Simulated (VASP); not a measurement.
Runs of VASP 6.6.1 on AlIn3Sb4. The structure is that of space group P-4m2 (No. 115), or close to it. The cells are those of the table. 

```csv
cell,k mesh,smearing,gap on the mesh (eV),pressure (GPa),largest force (eV/Å)
"a = 4.614, b = 4.614, c = 13.074 Å, 8 atoms",4 × 4 × 2,gaussian 0.1 eV,none,0.2,-
"a = 4.621, b = 4.620, c = 13.054 Å, 8 atoms",6 × 6 × 2,gaussian 0.2 eV,none,0.0,0.03
"a = 4.614, b = 4.614, c = 13.074 Å, 8 atoms",6 × 6 × 2,gaussian 0.2 eV,none,(a),0.01
"a = 4.614, b = 4.614, c = 13.074 Å, 8 atoms",8 × 8 × 4,gaussian 0.1 eV,none,0.0,0.02
```

Alike in all rows: task single point; level PBE; potentials or basis VASP PAW PBE potentials, release 64 (Al, In_d, Sb); no spin polarisation; cutoff (eV) 520.

**Question.** Fill in the values left out.

**Answer.** (a) 0.1.

Caveats: semilocal functionals underestimate gaps, so a narrow gap can read as zero; spin-orbit coupling is left out, which moves the levels of the heavy elements.

A k mesh can miss the band edges, and the runs leave out spin-orbit coupling on In, Sb.

A gap of «none» marks levels without a gap at the run's occupations.
